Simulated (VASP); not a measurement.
Set up this calculation in VASP 6.6.1, as the native input.

* Task: single point
* Functional: PBE
* Potentials or basis: VASP PAW PBE potentials, release 64 (Co, O)
* Cutoff: 520 eV
* k mesh: 4 × 4 × 6
* Occupations: gaussian, width 0.1 eV
* Spin: collinear spin, ferromagnetic start
* Starting moments: [1.96, 1.96, 1.96, 1.96, 0.27, 0.27] μB
* Dipole correction: no
* Further INCAR settings: ALGO = Normal; EDIFF = 1e-07; NBANDS = 37

The structure of Co2O lies in POSCAR:

```
Co2O
1.0
    4.4047384886      0.0000000000      0.0000000000
    0.0000000000      5.2587361758      0.0000000000
    0.0000000000      0.0000000000      2.6617872676
Co O
4 2
Direct
    0.2121930605      0.3181906713      0.0000000000
    0.7878069395      0.6818093287      0.0000000000
    0.7121930605      0.1818093287      0.5000000000
    0.2878069395      0.8181906713      0.5000000000
    0.0000000000      0.0000000000      0.0000000000
    0.5000000000      0.5000000000      0.5000000000
```

The input as run:

INCAR

```
SYSTEM = Co2O
PREC = Accurate ; ENCUT = 520
EDIFF = 1E-7 ; ISMEAR = 0
SIGMA = 0.1 ; LREAL = .False.
LASPH = .True. ; NELM = 150
ALGO = Normal ; ISIF = 2
LWAVE = .False. ; LCHARG = .False.
ISPIN = 2 ; MAGMOM = 1.96 1.96 1.96 1.96 0.27 0.27
LORBIT = 11 ; LMAXMIX = 4
GGA = PE ; NBANDS = 37
```

KPOINTS

```
Automatic mesh
0
Gamma
  4 4 6
  0 0 0
```

Potentials or basis: VASP PAW PBE potentials, release 64 (Co, O).

Run with:

```sh
$ cat potpaw_PBE.64/Co/POTCAR potpaw_PBE.64/O/POTCAR > POTCAR
$ mpirun -np 1 vasp_std > vasp.out
```

It gave:

```yaml
Pressure: -0.1 GPa
Largest_force: 0.008 eV/Å
Net_moment: 8.09 μB per cell
Site_moments: Co +1.95; O +0.23 μB
Valence_electrons_inside_the_program's_atomic_spheres: Co 8.06; O 5.00
```

Caveat: the k points lie up to 0.39 Å⁻¹ apart.

Run time: 4.2 min on 1 thread of AMD EPYC 7R43 64-Core Processor (Zen 3) (shared host), peak memory 0.23 GiB.
